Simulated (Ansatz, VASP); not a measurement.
# One calculation of BaTiO2, two programs

File INCAR:

```
SYSTEM = BaTiO2
PREC     = Accurate       ! precision mode
ENCUT    = 600            ! plane-wave cutoff, eV
EDIFF    = 1E-6           ! SCF threshold, eV
ISMEAR   = 0              ! smearing method
SIGMA    = 0.1            ! smearing width, eV
LREAL    = .FALSE.        ! projectors in reciprocal space
LASPH    = .TRUE.         ! aspherical terms in the spheres
NELM     = 60             ! most SCF steps
ALGO     = Normal         ! electronic algorithm
ISIF     = 3              ! what is computed and relaxed
LWAVE    = .FALSE.        ! write WAVECAR
LCHARG   = .FALSE.        ! write CHGCAR
GGA      = PE             ! functional
IBRION   = 2              ! ionic algorithm
NSW      = 100            ! ionic steps
EDIFFG   = -0.01          ! ionic threshold
```

Contents of KPOINTS:

```
regular mesh
0
G
  12 12 8
  0 0 0
```

POSCAR

```
BaTiO2
1.0
    3.7286297588      0.0000000000      0.0000000000
   -1.8643148794      3.2290880925      0.0000000000
    0.0000000000      0.0000000000      6.3807409147
Ba Ti O
1 1 2
Direct
    0.0000000000      0.0000000000      0.0000000000
    0.0000000000      0.0000000000      0.5000000000
    0.3333333333      0.6666666667      0.5000000000
    0.6666666667      0.3333333333      0.5000000000
```

Input for Ansatz:

```yaml
crystal:
  lattice:
    - [3.7286297588, 0.0, 0.0]
    - [-1.8643148794, 3.2290880925, 0.0]
    - [0.0, 0.0, 6.3807409147]
  atoms:
    - { symbol: Ba, position: [0.0, 0.0, 0.0] }
    - { symbol: Ti, position: [0.0, 0.0, 0.5] }
    - { symbol: O, position: [0.3333333333, 0.6666666667, 0.5] }
    - { symbol: O, position: [0.6666666667, 0.3333333333, 0.5] }
basis:
  ecutwfc: 420
kpoints:
  mp_grid: { grid: [12, 12, 8] }
hamiltonian:
  xc: pbe
scf:
  occupations: { method: gaussian, width: 0.1 }
output:
  forces: true
  stress: true
  eigenvalues: true
  write_density: true
  write_potential: true
  elf: true
  volumetric_format: npy
relax:
  adjacent_minimum: "off"
  f_tol: 0.01
  max_steps: 80
  cell: { stress_tol: 0.05 }
```

Alike in both runs: task relaxation of cell and atoms; functional PBE; k mesh 12 × 12 × 8; occupations gaussian, width 0.1 eV; no spin polarisation.

```csv
,VASP,Ansatz
version,VASP 6.6.1,Ansatz 0.2.0
potentials or method,"VASP PAW PBE potentials, release 64 (Ba_sv, Ti_sv, O), cutoff 600 eV","scalar-relativistic, plane waves, PAW"
valence electrons in the cell,34,34
```

Ansatz gave:

```
gap on the k mesh at the Fermi level, each at its own relaxed structure (eV) : none
relaxed volume (Å³/atom)                                                     : 19.20
relaxed cell length with the largest relative difference (Å)                 : 6.401
```

Task: What did VASP give for the same quantities?

Result: gap on the k mesh at the Fermi level, each at its own relaxed structure (eV): none; relaxed volume (Å³/atom): 19.33; relaxed cell length with the largest relative difference (Å): 6.427.

A gap of «none» marks a metal or a gap that the smearing closes.

Neither program's run includes spin-orbit coupling.
